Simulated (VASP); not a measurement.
CoPt2O2: single point with PBEsol

System: CoPt2O2, a slab with vacuum.

```
CELL_PARAMETERS angstrom
2.81018 0.00000 0.00000
-1.40509 2.43369 0.00000
0.00000 0.00000 20.89887
ATOMIC_POSITIONS crystal
Pt 0.66667 0.33333 0.35474
Pt 0.33333 0.66667 0.64526
O 0.66667 0.33333 0.45291
O 0.33333 0.66667 0.54709
Co 0.00000 0.00000 0.50000
```

```json
{"Program": "VASP 6.6.1", "Task": "single point", "Functional": "PBEsol", "Potentials or basis": "VASP PAW PBE potentials, release 64 (Pt, O, Co)", "Cutoff": "520 eV", "k mesh": "12 × 12 × 1", "Occupations": "gaussian, width 0.1 eV", "Spin": "no spin polarisation"}
```

```
Largest force          : 0.012 eV/Å
Band gap on the k mesh : zero (an odd number of electrons rules out a gap without spin polarisation)
```

Forces in eV/Å, atoms in the order of the input:
```
Pt   0.000  0.000 -0.012
Pt   0.000  0.000  0.012
O    0.000  0.000 -0.002
O    0.000  0.000  0.002
Co   0.000  0.000  0.000
```

Levels at points of the mesh, in eV from the Fermi level:
```csv
k point,band 16,band 17,band 18,band 19,band 20,band 21,band 22,band 23,band 24,band 25
"(0.00, 0.00, 0.00)",-1.70,-1.70,-0.92,-0.92,-0.78,-0.52,-0.52,-0.20,1.78,1.78
"(0.50, 0.00, 0.00)",-1.03,-0.86,-0.21,0.10,0.48,0.48,1.63,1.66,2.41,2.42
```

Wall time 4.1 min on 1 thread of Intel Xeon 8259CL, with other jobs on the host, peak memory 0.33 GiB.

Caveat: the PAW data sets were made with another functional, which shifts forces and pressure a little; spin-orbit coupling is left out, which moves the levels of the heavy elements; an odd number of electrons without spin polarisation forces a metal; a magnetic or distorted state may lie lower; the run has no spin polarisation, though such a crystal can be magnetic. With open d or f shells a metallic result of PBEsol can be an artefact of self-interaction; +U or a hybrid may open a gap.
